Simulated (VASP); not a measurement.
# Sb (R-3m) in VASP: further runs, part 2 of 2

VASP 6.6.1.

## 3. Single point, PBEsol

File INCAR:

```
SYSTEM = Sb
PREC = Accurate
ENCUT = 520
EDIFF = 1E-7
ISMEAR = -1
SIGMA = 0.1
LREAL = .False.
LASPH = .True.
NELM = 80
ALGO = Normal
ISIF = 2
LWAVE = .False.
LCHARG = .False.
GGA = PS
NBANDS = 12
```

File KPOINTS:

```
regular mesh
0
Gamma
  3 3 3
  0 0 0
```

File POSCAR:

```
Sb
1.0
    2.1542000000      1.2437279500      3.7580000000
   -2.1542000000      1.2437279500      3.7580000000
    0.0000000000     -2.4874559000      3.7580000000
Sb
2
Direct
    0.2334900000      0.2334900000      0.2334900000
    0.7665100000      0.7665100000      0.7665100000
```

Potentials or basis: VASP PAW PBE potentials, release 64 (Sb).

Run with:

```
$ cat potpaw_PBE.64/Sb/POTCAR > POTCAR
$ mpirun -np 1 vasp_std > vasp.out
```

OUTCAR:

```text
SYSTEM = Sb
   PREC = Accurate
   ENCUT = 520
   EDIFF = 1E-7
   ISMEAR = -1
   LREAL = .False.
   LASPH = .True.
   NELM = 80
   ISIF = 2
   GGA = PS

 ion  position               nearest neighbor table
   1  0.233  0.233  0.233-   2 2.91   2 2.91   2 2.91   2 3.35   2 3.35   2 3.35
   2  0.767  0.767  0.767-   1 2.91   1 2.91   1 2.91   1 3.35   1 3.35   1 3.35

  LATTYP: Found a trigonal (rhomboedric) cell.
 ALAT       =     4.5066618304
 COS(alpha) =     0.5430253623

  Lattice vectors:

 A1 = (   2.1542000000,   1.2437279500,   3.7580000000)
 A2 = (  -2.1542000000,   1.2437279500,   3.7580000000)
 A3 = (   0.0000000000,  -2.4874559000,   3.7580000000)

Analysis of symmetry for initial positions (statically):
=====================================================================
 Subroutine PRICEL returns:
 Original cell was already a primitive cell.

 Routine SETGRP: Setting up the symmetry group for a
 trigonal (rhombohedral) supercell.

 Subroutine GETGRP returns: Found 12 space group operations
 (whereof 12 operations were pure point group operations)
 out of a pool of 12 trial point group operations.

The static configuration has the point symmetry D_3d.

Analysis of symmetry for dynamics (positions and initial velocities):
=====================================================================
 Subroutine PRICEL returns:
 Original cell was already a primitive cell.

 Routine SETGRP: Setting up the symmetry group for a
 trigonal (rhombohedral) supercell.

 Subroutine GETGRP returns: Found 12 space group operations
 (whereof 12 operations were pure point group operations)
 out of a pool of 12 trial point group operations.

The dynamic configuration has the point symmetry D_3d.

 Subroutine INISYM returns: Found 12 space group operations
 (whereof 12 operations are pure point group operations),
 and found     1 'primitive' translations

----------------------------------------------------------------------------------------

                                     Primitive cell

  volume of cell :      60.4115

  direct lattice vectors                    reciprocal lattice vectors
     2.154200000  1.243727950  3.758000000     0.232104726  0.134005726  0.088699663
    -2.154200000  1.243727950  3.758000000    -0.232104726  0.134005726  0.088699663
     0.000000000 -2.487455900  3.758000000     0.000000000 -0.268011452  0.088699663

  length of vectors
     4.506661830  4.506661830  4.506661830     0.282307932  0.282307932  0.282307932

  position of ions in fractional coordinates (direct lattice)
     0.233490000  0.233490000  0.233490000
     0.766510000  0.766510000  0.766510000

  ion indices of the primitive-cell ions
   primitive index   ion index
                 1           1
                 2           2

----------------------------------------------------------------------------------------

 KPOINTS: regular mesh

Automatic generation of k-mesh.
 Grid dimensions read from file:
 generate k-points for:    3    3    3

 Generating k-lattice:

  Cartesian coordinates                     Fractional coordinates (reciprocal lattice)
     0.077368242  0.044668575  0.029566554     0.333333333 -0.000000000  0.000000000
    -0.077368242  0.044668575  0.029566554    -0.000000000  0.333333333  0.000000000
     0.000000000 -0.089337151  0.029566554     0.000000000  0.000000000  0.333333333

  Length of vectors
     0.094102644  0.094102644  0.094102644

  Shift w.r.t. Gamma in fractional coordinates (k-lattice)
     0.000000000  0.000000000  0.000000000

 Subroutine IBZKPT returns following result:
 ===========================================

 Found      6 irreducible k-points:

 Following reciprocal coordinates:
            Coordinates               Weight
  0.000000  0.000000  0.000000      1.000000
  0.333333  0.000000 -0.000000      6.000000
  0.333333  0.333333 -0.000000      6.000000
 -0.333333  0.333333  0.000000      6.000000
  0.333333  0.333333  0.333333      2.000000
 -0.333333  0.333333  0.333333      6.000000
   k-points           NKPTS =      6   k-points in BZ     NKDIM =      6   number of bands    NBANDS=     12
   number of dos      NEDOS =    301   number of ions     NIONS =      2
   total plane-waves  NPLWV =  46656
   dimension x,y,z NGX =    36 NGY =   36 NGZ =   36
   dimension x,y,z NGXF=    72 NGYF=   72 NGZF=   72
   ions per type =               2
   NGX,Y,Z   is equivalent  to a cutoff of  13.28, 13.28, 13.28 a.u.
   NGXF,Y,Z  is equivalent  to a cutoff of  26.56, 26.56, 26.56 a.u.
 SYSTEM =  Sb
   PREC   = accura    normal or accurate (medium, high low for compatibility)
   ISTART =      0    job   : 0-new  1-cont  2-samecut
   ICHARG =      2    charge: 1-file 2-atom 10-const
   ISPIN  =      1    spin polarized calculation?
   LNONCOLLINEAR =      F non collinear calculations
   LSORBIT =      F    spin-orbit coupling
   LASPH  =      T    aspherical Exc in radial PAW
   ENCUT  =  520.0 eV  38.22 Ry    6.18 a.u.   8.38  8.38  8.38*2*pi/ulx,y,z
   NELM   =     80;   NELMIN=  2; NELMDL= -5     # of ELM steps
   EDIFF  = 0.1E-06   stopping-criterion for ELM
   LREAL  =      F    real-space projection
   EDIFFG = 0.1E-05   stopping-criterion for IOM
   NSW    =      0    number of steps for IOM
   IBRION =     -1    ionic relax: 0-MD 1-quasi-New 2-CG
   NFREE  =      0    steps in history (QN), initial steepest desc. (CG)
   ISIF   =      2    stress and relaxation
   ISYM   =      2    0-nonsym 1-usesym 2-fastsym
   POTIM  = 0.5000    time-step for ionic-motion
   TEBEG  =    0.0;   TEEND  =   0.0 temperature during run
   PSTRESS=    0.0 pullay stress
   NELECT =      10.0000    total number of electrons
   NUPDOWN=      -1.0000    fix difference up-down
   EMIN   =  10.00;   EMAX   =-10.00  energy-range for DOS
   EFERMI =   0.00;   METHOD = LEGACY
   ISMEAR =    -1;   SIGMA  =   0.10  broadening in eV -4-tet -1-fermi 0-gaus
   EFERMI_NEDOS =   21; number of points for ismear=-14 and -15
   IALGO  =     38    algorithm
   IMIX   =      4    mixing-type and parameters
     AMIX     =   0.40;   BMIX     =  1.00
     AMIX_MAG =   1.60;   BMIX_MAG =  1.00
  volume/ion in A,a.u.               =      30.21       203.84
  Fermi-wavevector in a.u.,A,eV,Ry     =   0.898880  1.698637 10.993305  0.807985
  Thomas-Fermi vector in A             =   2.021644
   LORBIT       =      0    0 simple, 1 ext, 2 COOP (PROOUT), +10 PAW based schemes
   GGA     = PS    functional components
   LHFCALC =     F    Hartree Fock is set to
   AEXX    =    0.0000 exact exchange contribution
   IVDW    =     0    specifies the selected vdW correction
   LEPSILON=     F    determine dielectric tensor
   LRPA    =     F    only Hartree local field effects (RPA)
 non-spin polarized calculation
  energy-cutoff  :      520.00
  volume of cell :       60.41
 maximum number of plane-waves:      1633
 NGX is ok and might be reduce to    36
   NGX = 17   NGY = 17   NGZ = 17

 number of electron      10.0000000 magnetization

 Free energy of the ion-electron system (eV)
  ---------------------------------------------------
  ext. energy  EPLUGINS =         0.00000000
  ---------------------------------------------------
  free energy    TOTEN  =        -9.22371067 eV

  energy without entropy =       -9.22269502  energy(sigma->0) =       -9.22320285

 E-fermi :   7.0935     XC(G=0):  -9.6630

 val. band max:        6.5212512335   @ k =   0.3333   0.3333   0.3333
 cond. band min:       7.8207774766   @ k =   0.3333   0.0000  -0.0000
 fundamental gap:      1.2995262431
 Fermi energy:         7.0935422300

 k-point     1 :       0.0000    0.0000    0.0000
  band No.  band energies     occupation
      1      -5.5789      2.00000
      2       2.3274      2.00000
      3       5.0695      2.00000
      4       5.3707      2.00000
      5       5.3707      2.00000
      6       9.2542      0.00000
      7       9.8523      0.00000
      8       9.8523      0.00000
      9      12.1893      0.00000
     10      12.1893      0.00000
     11      12.3018      0.00000
     12      13.6137      0.00000
[... 61 lines left out ...]
 k-point     6 :      -0.3333    0.3333    0.3333
  band No.  band energies     occupation
      1      -3.2142      2.00000
      2      -1.7046      2.00000
      3       2.0232      2.00000
      4       4.3440      2.00000
      5       5.0157      2.00000
      6       9.4292      0.00000
      7       9.5995      0.00000
      8      12.1039      0.00000
      9      12.5995      0.00000
     10      13.9752      0.00000
     11      14.7187      0.00000
     12      16.9819      0.00000

------------------------ aborting loop because EDIFF is reached ----------------------------------------

  FORCE on cell =-STRESS in cart. coord.  units (eV):
  Direction    XX          YY          ZZ          XY          YZ          ZX
  --------------------------------------------------------------------------------------
  -------------------------------------------------------------------------------------
  Total        0.6430585      0.6430585     -0.2040097     -0.0000000     -0.0000000      0.0000000
  in kB       17.0546030     17.0546030     -5.4105559     -0.0000000     -0.0000000      0.0000000
  external PRESSURE =       9.5662167 kB  Pullay stress =       0.0000000 kB

 VOLUME and BASIS-vectors are now :
 -----------------------------------------------------------------------------
  energy-cutoff  :      520.00
  volume of cell :       60.41
      direct lattice vectors                 reciprocal lattice vectors
     2.154200000  1.243727950  3.758000000     0.232104726  0.134005726  0.088699663
    -2.154200000  1.243727950  3.758000000    -0.232104726  0.134005726  0.088699663
     0.000000000 -2.487455900  3.758000000     0.000000000 -0.268011452  0.088699663

 POSITION                                       TOTAL-FORCE (eV/Angst)
 -----------------------------------------------------------------------------------
      0.00000      0.00000      2.63237         0.000000      0.000000     -0.136819
      0.00000      0.00000      8.64163         0.000000     -0.000000      0.136819
 -----------------------------------------------------------------------------------
    total drift:                                0.000000     -0.000000     -0.000000

  FREE ENERGIE OF THE ION-ELECTRON SYSTEM (eV)
  ---------------------------------------------------
  free  energy   TOTEN  =        -9.2237106720 eV

  energy  without entropy=       -9.2226950182  energy(sigma->0) =       -9.22320285
```

OSZICAR:

```text
N       E                     dE             d eps       ncg     rms          rms(c)
DAV:   1     0.385092660629E+02    0.38509E+02   -0.36975E+03   144   0.674E+02
DAV:   2    -0.671616385922E+01   -0.45225E+02   -0.43135E+02   200   0.111E+02
DAV:   3    -0.922134199535E+01   -0.25052E+01   -0.24962E+01   176   0.287E+01
DAV:   4    -0.924313647473E+01   -0.21794E-01   -0.21793E-01   152   0.324E+00
DAV:   5    -0.924339009345E+01   -0.25362E-03   -0.25362E-03   188   0.385E-01    0.289E+00
DAV:   6    -0.923023962234E+01    0.13150E-01   -0.72599E-03   164   0.420E-01    0.173E+00
DAV:   7    -0.922371816066E+01    0.65215E-02   -0.13305E-02   160   0.598E-01    0.611E-02
DAV:   8    -0.922370173615E+01    0.16425E-04   -0.17216E-03   144   0.235E-01    0.273E-02
DAV:   9    -0.922371095928E+01   -0.92231E-05   -0.59138E-05   180   0.499E-02    0.129E-02
DAV:  10    -0.922371089897E+01    0.60306E-07   -0.56959E-06   176   0.134E-02    0.324E-03
DAV:  11    -0.922371058046E+01    0.31851E-06   -0.52008E-07   176   0.369E-03    0.733E-04
DAV:  12    -0.922371067204E+01   -0.91579E-07   -0.10472E-07   108   0.179E-03
   1 F= -.92237107E+01 E0= -.92232028E+01  d E =-.101565E-02
```

stdout:

```text
POSCAR found type information on POSCAR Sb
 POSCAR found :  1 types and       2 ions
 scaLAPACK will be used
 -----------------------------------------------------------------------------
|                                                                             |
|                                                                             |
|     You enforced a specific xc type in the INCAR file but a different       |
|     I HOPE YOU KNOW WHAT YOU ARE DOING!                                     |
|                                                                             |
 -----------------------------------------------------------------------------

 LDA part: xc-table for (Slater+PW92), standard interpolation
 POSCAR, INCAR and KPOINTS ok, starting setup
 FFT: planning ... GRIDC
 FFT: planning ... GRID_SOFT
 FFT: planning ... GRID
 WAVECAR not read
 entering main loop
```

It took 4.8 s on 1 thread of Intel Xeon 6975P-C (Granite Rapids), shared host; peak memory 0.19 GiB.

What came out:

```
Free energy            : -9.2237 eV
Pressure               : 1.0 GPa
Largest force          : 0.137 eV/Å
Band gap on the k mesh : 1.30 eV, indirect (least direct gap 1.34 eV)
```

Forces on the atoms (eV/Å):
```
Sb   0.000  0.000 -0.137
Sb   0.000  0.000  0.137
```

Stress tensor (GPa, compression positive):
```
 1.71  0.00  0.00
 0.00  1.71  0.00
 0.00  0.00 -0.54
```

Levels at points of the mesh, in eV from the valence-band top:
```tsv
k point	band 2	band 3	band 4	band 5	band 6	band 7	band 8	band 9
(0.00, 0.00, 0.00)	-4.19	-1.45	-1.15	-1.15	2.73	3.33	3.33	5.67
```

Caveat: the k points lie up to 0.59 Å⁻¹ apart; the PAW data sets were made with another functional, which shifts forces and pressure a little; spin-orbit coupling is left out, which moves the levels of the heavy elements. A k mesh can miss the band edges.

## 4. Single point, PBEsol

File INCAR:

```
SYSTEM = Sb
ALGO = Normal ; EDIFF = 1E-7
ENCUT = 520 ; GGA = PS
ISIF = 2 ; ISMEAR = -1
LASPH = .True. ; LCHARG = .False.
LREAL = .False. ; LWAVE = .False.
NBANDS = 12 ; NELM = 60
PREC = Accurate ; SIGMA = 0.1
```

File KPOINTS:

```
k-points
0
Gamma
  4 4 4
  0 0 0
```

POSCAR is that of step 3.

Run with:

```
$ cat potpaw_PBE.64/Sb/POTCAR > POTCAR
$ mpirun -np 1 vasp_std > vasp.out
```

It took 6.6 s on 1 thread of Intel Xeon 6975P-C (Granite Rapids), shared host; peak memory 0.19 GiB.

The run converged. Its results:

```yaml
Free_energy: -9.1703 eV
Pressure: 0.3 GPa
Largest_force: 0.089 eV/Å
Band_gap_on_the_k_mesh: 0.07 eV, direct
```

Forces in eV/Å, atoms in the order of the input:
```
Sb   0.000  0.000 -0.089
Sb   0.000  0.000  0.089
```

Stress tensor (GPa, compression positive):
```
 0.72  0.00  0.00
 0.00  0.72  0.00
 0.00  0.00 -0.68
```

Levels at points of the mesh, in eV from the valence-band top:
| k point | band 2 | band 3 | band 4 | band 5 | band 6 | band 7 | band 8 | band 9 |
| --- | --- | --- | --- | --- | --- | --- | --- | --- |
| (0.00, 0.00, 0.00) | -4.52 | -1.77 | -1.48 | -1.48 | 2.38 | 3.00 | 3.00 | 5.36 |
| (0.50, 0.00, 0.00) | -9.35 | -1.62 | -1.52 | 0.00 | 0.07 | 0.45 | 0.78 | 7.79 |
| (0.50, 0.50, 0.00) | -7.70 | -5.17 | -3.47 | -3.36 | 1.78 | 5.24 | 5.80 | 7.24 |
| (0.50, 0.50, 0.50) | -8.71 | -1.00 | -1.00 | -0.19 | 0.42 | 0.42 | 1.38 | 7.24 |

Caveat: the k points lie up to 0.44 Å⁻¹ apart; the PAW data sets were made with another functional, which shifts forces and pressure a little; spin-orbit coupling is left out, which moves the levels of the heavy elements. A k mesh can miss the band edges.

## 5. Overview

```csv
k mesh,gap on the mesh (eV),pressure (GPa),largest force (eV/Å)
2 × 2 × 2,0.15,6.9,2.00
3 × 3 × 3,1.30,1.0,0.14
4 × 4 × 4,0.07,0.3,0.09
```

Alike in all rows: task single point; level PBEsol; potentials or basis VASP PAW PBE potentials, release 64 (Sb); no spin polarisation; cell as given; cutoff (eV) 520; smearing fermi-dirac 0.1 eV.

Caveats: all runs use coarse meshes; the PAW data sets were made with another functional, which shifts forces and pressure a little; spin-orbit coupling is left out, which moves the levels of the heavy elements.

Absolute energies hang on the potentials; compare differences alone.
